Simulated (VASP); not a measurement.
Input of a VASP 6.6.1 run:

INCAR

```
SYSTEM = H18CO10
ALGO = Normal ; EDIFF = 1E-7
ENCUT = 520 ; GGA = PE
ISIF = 2 ; ISMEAR = -1
IVDW = 12 ; LASPH = .True.
LCHARG = .False. ; LREAL = Auto
LWAVE = .False. ; NBANDS = 61
NELM = 80 ; PREC = Accurate
SIGMA = 0.05
```

The input KPOINTS:

```
k-points
0
Gamma
  1 1 1
  0 0 0
```

Contents of POSCAR:

```
H18CO10
1.0
    6.8959640000      0.0000000000      0.0000000000
    0.0000000000      6.6024510000      0.0000000000
    0.0000000000      0.0000000000      7.1805380000
O H C
10 18 1
Direct
    0.2411990550      0.9222635655      0.0263211475
    0.9098510375      0.5967632323      0.7249456796
    0.8114456514      0.7781655631      0.3911823877
    0.5591241486      0.7035569064      0.8994312125
   -0.0229844587      0.1771463355      0.5139308503
    0.6779617759      0.1488235202      0.7987563049
    0.2122980920      0.4136039783      0.8682914846
    0.7648096771      0.1314814756      0.1767277048
    0.1862828750      0.4669932424      0.2161258669
    0.5072387269      0.4214192578      0.2783496167
    0.1613407495      0.9858611597      0.1216900461
    0.3386328583      0.8511233177      0.0980845725
    0.9075453410      0.6853212542      0.6093136754
    0.7894037730      0.6302962339      0.7889938052
    0.7642006252      0.8804911994      0.3033059640
    0.7486262979      0.6491983053      0.3315350465
    0.5473926488      0.8428688074      0.8453962642
    0.4985524866      0.6092888838      0.8133095320
   -0.0393273515      0.2289149893      0.3880489178
   -0.0582804667      0.0336087311      0.5019540319
    0.7464366113      0.1959726774      0.6851018684
    0.5493503156      0.2110731303      0.7964862800
    0.0893131113      0.4845473295      0.8291022205
    0.1819035018      0.2745344115      0.8310519351
    0.6598062287      0.2122999474      0.2212647576
    0.7673908971      0.1448098592      0.0403033867
    0.2006826022      0.4403667668      0.0751893521
    0.2808309324      0.5199735674      0.4528072966
    0.3356891074      0.4628129766      0.3218839591
```

Potentials or basis: VASP PAW PBE potentials, release 64 (O, H, C).

Command:

```sh
$ cat potpaw_PBE.64/O/POTCAR potpaw_PBE.64/H/POTCAR potpaw_PBE.64/C/POTCAR > POTCAR
$ mpirun -np 1 vasp_gam > vasp.out
```

Problem. What does it give for the pressure?

Solution. -0.5 GPa.

Problem. Estimate the largest force.

Solution. 2.997 eV/Å.

Problem. Predict the dispersion energy per atom.

Solution. -0.033 eV.

Forces on the atoms (eV/Å):
```
O   -0.275  0.483  0.157
O    0.398  0.618 -1.246
O   -1.320 -2.396 -1.225
O    0.436  0.916 -0.289
O   -0.049 -0.481  0.522
O   -0.255  0.039 -0.363
O   -0.220 -0.444 -0.068
O    1.306 -1.124 -0.237
O   -1.564 -0.114 -0.846
O   -1.231  0.254  0.717
H   -0.192 -0.005 -0.076
H    0.310 -0.270 -0.159
H   -0.024 -0.913  1.034
H   -0.337  0.244  0.516
H    0.220  0.735 -0.241
H    1.082  1.759  1.301
H    0.122 -1.020  0.249
H   -0.538  0.160  0.058
H   -0.190  0.067 -0.257
H    0.191  0.230 -0.084
H    0.081 -0.057  0.302
H    0.259  0.012  0.004
H    0.002  0.564 -0.535
H    0.190 -0.074  0.063
H   -0.980  0.974  0.166
H   -0.312  0.009 -0.026
H    0.522 -0.294 -0.452
H    0.569 -0.003  1.508
C    1.801  0.133 -0.493
```

Caveat: the k points lie up to 0.95 Å⁻¹ apart; the atoms stand as in a frame of molecular dynamics.
